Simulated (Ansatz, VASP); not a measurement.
# One calculation of Be4S, two programs

```
Be S
1.0
     5.42525   -1.75559    0.00000
     5.42525    1.75559    0.00000
    -1.54442    0.00000    5.85093
Be S
8 2
Direct
  0.29654 0.29654 0.28150
  0.60208 0.60208 0.44390
  0.85338 0.85338 0.09099
  0.06018 0.06018 0.15163
  0.65605 0.65605 0.09308
  0.94431 0.94431 0.80063
  0.45444 0.45444 0.07474
  0.23727 0.23727 0.93958
  0.80238 0.80238 0.48282
  0.09364 0.09364 0.64114
```

Change from the starting cell: the structure that the rattled cell fell into.

Alike in both runs: task relaxation of cell and atoms; functional PBE; k mesh 6 × 6 × 4; occupations gaussian, width 0.1 eV; no spin polarisation.

```csv
,VASP,Ansatz
version,VASP 6.6.1,Ansatz 0.2.0
potentials or method,"VASP PAW PBE potentials, release 64 (Be, S), cutoff 600 eV","scalar-relativistic, plane waves, PAW"
valence electrons in the cell,28,28
```

Ansatz gave:

| Item | Value |
| --- | --- |
| gap on the k mesh at the Fermi level, each at its own relaxed structure (eV) | none |
| relaxed volume (Å³/atom) | 11.15 |
| relaxed cell length with the largest relative difference (Å) | 6.051 |

Estimate VASP's values.

gap on the k mesh at the Fermi level, each at its own relaxed structure (eV): none; relaxed volume (Å³/atom): 11.16; relaxed cell length with the largest relative difference (Å): 6.058.

A gap of «none» marks a metal or a gap that the smearing closes.
